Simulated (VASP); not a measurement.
# Ag (P6/mmm) in VASP: further runs, part 2 of 2

VASP 6.6.1.

**5. Single point, LDA (15.70 Å³/atom)**

This run uses another cell than the first one, of 15.70 Å³/atom.

File INCAR:

```
PREC = Accurate ; ENCUT = 520
EDIFF = 1E-7 ; ISMEAR = -1
SIGMA = 0.1 ; LREAL = F
LASPH = T ; NELM = 100
ALGO = Normal ; ISIF = 2
LWAVE = F ; LCHARG = F
GGA = CA ; NBANDS = 24
```

File KPOINTS:

```
regular mesh
0
Gamma
  9 9 13
```

File POSCAR:

```
Ag
1.0
    4.4943641500      0.0000000000      0.0000000000
   -2.2471820750      3.8922335277      0.0000000000
    0.0000000000      0.0000000000      2.6916452957
Ag
3
Direct
    0.0000000000      0.0000000000      0.0000000000
    0.3333333333      0.6666666667      0.5000000000
    0.6666666667      0.3333333333      0.5000000000
```

Potentials or basis: VASP PAW LDA potentials, release 64 (Ag).

Run with:

```bash
cat potpaw_LDA.64/Ag/POTCAR > POTCAR
mpirun -np 1 vasp_std > vasp.out
```

OUTCAR:

```text
PREC = Accurate
   ENCUT = 520
   EDIFF = 1E-7
   ISMEAR = -1
   LREAL = F
   LASPH = T
   NELM = 100
   ISIF = 2
   GGA = CA

 ion  position               nearest neighbor table
   1  0.000  0.000  0.000-   2 2.92   3 2.92   2 2.92   3 2.92   2 2.92   2 2.92   3 2.92   3 2.92
                             3 2.92   3 2.92   2 2.92   2 2.92
   2  0.333  0.667  0.500-   3 2.59   3 2.59   3 2.59   1 2.92   1 2.92   1 2.92   1 2.92   1 2.92
                             1 2.92
   3  0.667  0.333  0.500-   2 2.59   2 2.59   2 2.59   1 2.92   1 2.92   1 2.92   1 2.92   1 2.92
                             1 2.92

  LATTYP: Found a hexagonal cell.
 ALAT       =     4.4943641500
 C/A-ratio  =     0.5988934599

  Lattice vectors:

 A1 = (   4.4943641500,   0.0000000000,   0.0000000000)
 A2 = (  -2.2471820750,   3.8922335277,   0.0000000000)
 A3 = (   0.0000000000,   0.0000000000,   2.6916452957)

Analysis of symmetry for initial positions (statically):
=====================================================================
 Subroutine PRICEL returns:
 Original cell was already a primitive cell.

 Routine SETGRP: Setting up the symmetry group for a
 hexagonal supercell.

 Subroutine GETGRP returns: Found 24 space group operations
 (whereof 24 operations were pure point group operations)
 out of a pool of 24 trial point group operations.

The static configuration has the point symmetry D_6h.

Analysis of symmetry for dynamics (positions and initial velocities):
=====================================================================
 Subroutine PRICEL returns:
 Original cell was already a primitive cell.

 Routine SETGRP: Setting up the symmetry group for a
 hexagonal supercell.

 Subroutine GETGRP returns: Found 24 space group operations
 (whereof 24 operations were pure point group operations)
 out of a pool of 24 trial point group operations.

The dynamic configuration has the point symmetry D_6h.

 Subroutine INISYM returns: Found 24 space group operations
 (whereof 24 operations are pure point group operations),
 and found     1 'primitive' translations

----------------------------------------------------------------------------------------

                                     Primitive cell

  volume of cell :      47.0853

  direct lattice vectors                    reciprocal lattice vectors
     4.494364150  0.000000000  0.000000000     0.222500885  0.128460946  0.000000000
    -2.247182075  3.892233528  0.000000000     0.000000000  0.256921891  0.000000000
     0.000000000  0.000000000  2.691645296     0.000000000  0.000000000  0.371519978

  length of vectors
     4.494364150  4.494364150  2.691645296     0.256921891  0.256921891  0.371519978

  position of ions in fractional coordinates (direct lattice)
     0.000000000  0.000000000  0.000000000
     0.333333333  0.666666667  0.500000000
     0.666666667  0.333333333  0.500000000

  ion indices of the primitive-cell ions
   primitive index   ion index
                 1           1
                 2           2
                 3           3

----------------------------------------------------------------------------------------

 KPOINTS: regular mesh

Automatic generation of k-mesh.
 Grid dimensions read from file:
 generate k-points for:    9    9   13

 Generating k-lattice:

  Cartesian coordinates                     Fractional coordinates (reciprocal lattice)
     0.024722321  0.014273438  0.000000000     0.111111111  0.000000000  0.000000000
     0.000000000  0.028546877  0.000000000     0.000000000  0.111111111  0.000000000
     0.000000000  0.000000000  0.028578460     0.000000000  0.000000000  0.076923077

  Length of vectors
     0.028546877  0.028546877  0.028578460

  Shift w.r.t. Gamma in fractional coordinates (k-lattice)
     0.000000000  0.000000000  0.000000000

 Subroutine IBZKPT returns following result:
 ===========================================

 Found     84 irreducible k-points:

 Following reciprocal coordinates:
            Coordinates               Weight
  0.000000  0.000000  0.000000      1.000000
  0.111111  0.000000  0.000000      6.000000
  0.222222  0.000000  0.000000      6.000000
  0.333333  0.000000  0.000000      6.000000
  0.444444  0.000000  0.000000      6.000000
  0.111111  0.111111  0.000000      6.000000
[... 16 lines left out ...]
  0.333333  0.222222  0.076923     24.000000
  0.333333  0.333333  0.076923      4.000000
 [... further k-points ...]
   k-points           NKPTS =     84   k-points in BZ     NKDIM =     84   number of bands    NBANDS=     24
   number of dos      NEDOS =    301   number of ions     NIONS =      3
   total plane-waves  NPLWV =  25920
   dimension x,y,z NGX =    36 NGY =   36 NGZ =   20
   dimension x,y,z NGXF=    72 NGYF=   72 NGZF=   40
   ions per type =               3
   NGX,Y,Z   is equivalent  to a cutoff of  13.32, 13.32, 12.35 a.u.
   NGXF,Y,Z  is equivalent  to a cutoff of  26.63, 26.63, 24.71 a.u.
 SYSTEM =  unknown system
   PREC   = accura    normal or accurate (medium, high low for compatibility)
   ISTART =      0    job   : 0-new  1-cont  2-samecut
   ICHARG =      2    charge: 1-file 2-atom 10-const
   ISPIN  =      1    spin polarized calculation?
   LNONCOLLINEAR =      F non collinear calculations
   LSORBIT =      F    spin-orbit coupling
   LASPH  =      T    aspherical Exc in radial PAW
   ENCUT  =  520.0 eV  38.22 Ry    6.18 a.u.   8.36  8.36  5.00*2*pi/ulx,y,z
   NELM   =    100;   NELMIN=  2; NELMDL= -5     # of ELM steps
   EDIFF  = 0.1E-06   stopping-criterion for ELM
   LREAL  =      F    real-space projection
   EDIFFG = 0.1E-05   stopping-criterion for IOM
   NSW    =      0    number of steps for IOM
   IBRION =     -1    ionic relax: 0-MD 1-quasi-New 2-CG
   NFREE  =      0    steps in history (QN), initial steepest desc. (CG)
   ISIF   =      2    stress and relaxation
   ISYM   =      2    0-nonsym 1-usesym 2-fastsym
   POTIM  = 0.5000    time-step for ionic-motion
   TEBEG  =    0.0;   TEEND  =   0.0 temperature during run
   PSTRESS=    0.0 pullay stress
   NELECT =      33.0000    total number of electrons
   NUPDOWN=      -1.0000    fix difference up-down
   EMIN   =  10.00;   EMAX   =-10.00  energy-range for DOS
   EFERMI =   0.00;   METHOD = LEGACY
   ISMEAR =    -1;   SIGMA  =   0.10  broadening in eV -4-tet -1-fermi 0-gaus
   EFERMI_NEDOS =   21; number of points for ismear=-14 and -15
   IALGO  =     38    algorithm
   IMIX   =      4    mixing-type and parameters
     AMIX     =   0.40;   BMIX     =  1.00
     AMIX_MAG =   1.60;   BMIX_MAG =  1.00
  volume/ion in A,a.u.               =      15.70       105.92
  Fermi-wavevector in a.u.,A,eV,Ry     =   1.454179  2.748000 28.771371  2.114636
  Thomas-Fermi vector in A             =   2.571360
   LORBIT       =      0    0 simple, 1 ext, 2 COOP (PROOUT), +10 PAW based schemes
   GGA     = CA    functional components
   LHFCALC =     F    Hartree Fock is set to
   AEXX    =    0.0000 exact exchange contribution
   IVDW    =     0    specifies the selected vdW correction
   LEPSILON=     F    determine dielectric tensor
   LRPA    =     F    only Hartree local field effects (RPA)
 non-spin polarized calculation
  energy-cutoff  :      520.00
  volume of cell :       47.09
 maximum number of plane-waves:      1288
 NGX is ok and might be reduce to    36
   NGX = 17   NGY = 17   NGZ = 11

 number of electron      32.9999978 magnetization

 Free energy of the ion-electron system (eV)
  ---------------------------------------------------
  ext. energy  EPLUGINS =         0.00000000
  ---------------------------------------------------
  free energy    TOTEN  =       -11.07862916 eV

  energy without entropy =      -11.05240806  energy(sigma->0) =      -11.06551861

 E-fermi :   9.3946     XC(G=0): -13.0677

 val. band max:        9.3599435268   @ k =   0.2222   0.2222   0.4615
 cond. band min:       9.4197402999   @ k =   0.3333   0.1111   0.4615
 fundamental gap:      0.0597967731
 Fermi energy:         9.3945981843

 k-point     1 :       0.0000    0.0000    0.0000
  band No.  band energies     occupation
      1       0.9150      2.00000
      2       2.4352      2.00000
      3       3.7154      2.00000
      4       3.9354      2.00000
      5       3.9978      2.00000
      6       3.9978      2.00000
[... 637 lines left out ...]
     23      24.5492      0.00000
     24      25.1500      0.00000

 [... further k-points ...]

------------------------ aborting loop because EDIFF is reached ----------------------------------------

  FORCE on cell =-STRESS in cart. coord.  units (eV):
  Direction    XX          YY          ZZ          XY          YZ          ZX
  --------------------------------------------------------------------------------------
  -------------------------------------------------------------------------------------
  Total        1.8555289      1.8555289      1.6988131      0.0000000      0.0000000     -0.0000000
  in kB       63.1383633     63.1383633     57.8057724      0.0000000      0.0000000     -0.0000000
  external PRESSURE =      61.3608330 kB  Pullay stress =       0.0000000 kB

 VOLUME and BASIS-vectors are now :
 -----------------------------------------------------------------------------
  energy-cutoff  :      520.00
  volume of cell :       47.09
      direct lattice vectors                 reciprocal lattice vectors
     4.494364150  0.000000000  0.000000000     0.222500885  0.128460946  0.000000000
    -2.247182075  3.892233528  0.000000000     0.000000000  0.256921891  0.000000000
     0.000000000  0.000000000  2.691645296     0.000000000  0.000000000  0.371519978

 POSITION                                       TOTAL-FORCE (eV/Angst)
 -----------------------------------------------------------------------------------
      0.00000      0.00000      0.00000         0.000000      0.000000     -0.000000
     -0.00000      2.59482      1.34582        -0.000000     -0.000000      0.000000
      2.24718      1.29741      1.34582         0.000000      0.000000     -0.000000
 -----------------------------------------------------------------------------------
    total drift:                                0.000000      0.000000     -0.000000

  FREE ENERGIE OF THE ION-ELECTRON SYSTEM (eV)
  ---------------------------------------------------
  free  energy   TOTEN  =       -11.0786291578 eV

  energy  without entropy=      -11.0524080607  energy(sigma->0) =      -11.06551861
```

OSZICAR:

```text
N       E                     dE             d eps       ncg     rms          rms(c)
DAV:   1     0.215484907335E+03    0.21548E+03   -0.16708E+04  4064   0.136E+03
DAV:   2    -0.833786880697E+01   -0.22382E+03   -0.20946E+03  4240   0.320E+02
DAV:   3    -0.120509628730E+02   -0.37131E+01   -0.37003E+01  4720   0.484E+01
DAV:   4    -0.120648243874E+02   -0.13862E-01   -0.13860E-01  4664   0.283E+00
DAV:   5    -0.120649577795E+02   -0.13339E-03   -0.13339E-03  4880   0.301E-01    0.122E+01
DAV:   6    -0.111396908030E+02    0.92527E+00   -0.23324E+00  4584   0.145E+01    0.742E+00
DAV:   7    -0.110934006738E+02    0.46290E-01   -0.36421E-02  4776   0.161E+00    0.382E+00
DAV:   8    -0.110786092302E+02    0.14791E-01   -0.30868E-03  4568   0.564E-01    0.176E-01
DAV:   9    -0.110786146033E+02   -0.53732E-05   -0.12652E-04  5120   0.216E-01    0.413E-02
DAV:  10    -0.110786293347E+02   -0.14731E-04   -0.94577E-06  4792   0.235E-02    0.183E-02
DAV:  11    -0.110786291568E+02    0.17791E-06   -0.17811E-06  4944   0.182E-02    0.172E-03
DAV:  12    -0.110786291578E+02   -0.98817E-09   -0.19114E-07  3448   0.765E-03
   1 F= -.11078629E+02 E0= -.11065519E+02  d E =-.262211E-01
```

stdout:

```text
POSCAR found type information on POSCAR Ag
 POSCAR found :  1 types and       3 ions
 scaLAPACK will be used
 LDA part: xc-table for (Slater(with rela. corr.)+CA(PZ))
 , standard interpolation
 POSCAR, INCAR and KPOINTS ok, starting setup
 FFT: planning ... GRIDC
 FFT: planning ... GRID_SOFT
 FFT: planning ... GRID
 WAVECAR not read
 entering main loop
```

It took 98 s on 1 thread of Intel Xeon 8259CL, shared host; peak memory 0.2 GiB.

What came out:

```
Free energy            : -11.0786 eV
Pressure               : 6.1 GPa
Band gap on the k mesh : zero (an odd number of electrons rules out a gap without spin polarisation)
```

Caveat: the cell stands under pressure.

**6. The runs side by side**

| cell | k mesh | gap on the mesh (eV) | pressure (GPa) |
| --- | --- | --- | --- |
| a = 4.556, b = 4.556, c = 2.729 Å, angles 90.0, 90.0, 120.0°, 3 atoms | 8 × 8 × 11 | none | 0.1 |
| a = 4.366, b = 4.366, c = 2.615 Å, angles 90.0, 90.0, 120.0°, 3 atoms | 9 × 9 × 13 | none | 24.2 |
| a = 4.431, b = 4.431, c = 2.654 Å, angles 90.0, 90.0, 120.0°, 3 atoms | 9 × 9 × 13 | none | 14.0 |
| a = 4.494, b = 4.494, c = 2.692 Å, angles 90.0, 90.0, 120.0°, 3 atoms | 9 × 9 × 13 | none | 6.1 |

Alike in all rows: task single point; level LDA; potentials or basis VASP PAW LDA potentials, release 64 (Ag); no spin polarisation; cutoff (eV) 520; smearing fermi-dirac 0.1 eV.

Caveats: the cell stands under pressure (at least some runs).

Total energies depend on the potentials used, so only differences within one code and one set of settings carry meaning.
